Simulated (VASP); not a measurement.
Runs of VASP 6.6.1 on SiC. The structure is that of space group P6_222 (No. 180), or close to it. The cells are those of the table. 

| task | cell | k mesh | cutoff (eV) | smearing | gap on the mesh (eV) | pressure (GPa) | relaxed volume (Å³/atom) |
| --- | --- | --- | --- | --- | --- | --- | --- |
| relaxation of cell and atoms | relaxed from a = 2.947, b = 2.947, c = 6.455 Å, angles 90.0, 90.0, 120.0°, 6 atoms | 6 × 6 × 4 | 600 | gaussian 0.1 eV | 0.87 | 0.4 | 9.69 |
| single point | a = 3.085, b = 3.085, c = 7.062 Å, angles 90.0, 90.0, 120.0°, 6 atoms | 12 × 12 × 4 | 520 | gaussian 0.02 eV | 0.87 | 0.0 | - |
| single point | a = 3.086, b = 3.086, c = 7.058 Å, angles 90.0, 90.0, 120.0°, 6 atoms | 6 × 6 × 4 | 520 | gaussian 0.1 eV | 0.88 | 0.1 | - |
| relaxation of cell and atoms | relaxed from a = 3.086, b = 3.086, c = 7.058 Å, angles 90.0, 90.0, 120.0°, 6 atoms | 12 × 12 × 4 | 600 | gaussian 0.02 eV | 0.87 | 0.0 | 9.69 |
| single point | a = 2.947, b = 2.947, c = 6.455 Å, angles 90.0, 90.0, 120.0°, 6 atoms | 6 × 6 × 4 | 520 | gaussian 0.1 eV | 0.87 | (a) | - |

Alike in all rows: level PBE; potentials or basis VASP PAW PBE potentials, release 64 (Si, C); no spin polarisation.

Task: Fill in the values left out.

Result: (a) 61.0.

Caveats: the volume moved by over 15 % at a fixed basis, so the end points are rough (some runs).

A k mesh can miss the band edges.
